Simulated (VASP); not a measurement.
Here is a VASP 6.6.1 calculation.

File INCAR:

```
SYSTEM = Ba3HfO
ALGO     = Normal         ! electronic algorithm
EDIFF    = 1E-7           ! SCF threshold, eV
ENCUT    = 520            ! plane-wave cutoff, eV
GGA      = PE             ! functional
ISIF     = 2              ! what is computed and relaxed
ISMEAR   = 0              ! smearing method
LASPH    = .True.         ! aspherical terms in the spheres
LCHARG   = .False.        ! write CHGCAR
LREAL    = .False.        ! projectors in reciprocal space
LWAVE    = .False.        ! write WAVECAR
NBANDS   = 31             ! bands
NELM     = 100            ! most SCF steps
PREC     = Accurate       ! precision mode
SIGMA    = 0.1            ! smearing width, eV
```

The input KPOINTS:

```
k-points
0
Gamma
  3 3 4
  0 0 0
```

POSCAR

```
Ba3HfO
1.0
    6.1655908900      0.0000000000      0.0000000000
   -3.0827954400      5.3395583400      0.0000000000
    0.0000000000      0.0000000000      4.5465102200
Ba Hf O
3 1 1
Direct
    0.5000000000      0.0000000000      0.0000000000
    0.0000000000      0.5000000000      0.0000000000
    0.5000000000      0.5000000000      0.0000000000
    0.0000000000      0.0000000000      0.0000000000
    0.0000000000      0.0000000000      0.5000000000
```

Potentials or basis: VASP PAW PBE potentials, release 64 (Ba_sv, Hf_pv, O).

Run with:

```console
$ cat potpaw_PBE.64/Ba_sv/POTCAR potpaw_PBE.64/Hf_pv/POTCAR potpaw_PBE.64/O/POTCAR > POTCAR
$ mpirun -np 1 vasp_std > vasp.out
```

(1) Estimate the band gap on the k mesh.

(2) What does it give for the pressure?

Answers

(1) zero (band 23 reaches 3.75 eV, above the bottom of band 24 at 2.71 eV).

(2) 10.4 GPa.

Caveat: the k points lie up to 0.39 Å⁻¹ apart; spin-orbit coupling is left out, which moves the levels of the heavy elements.
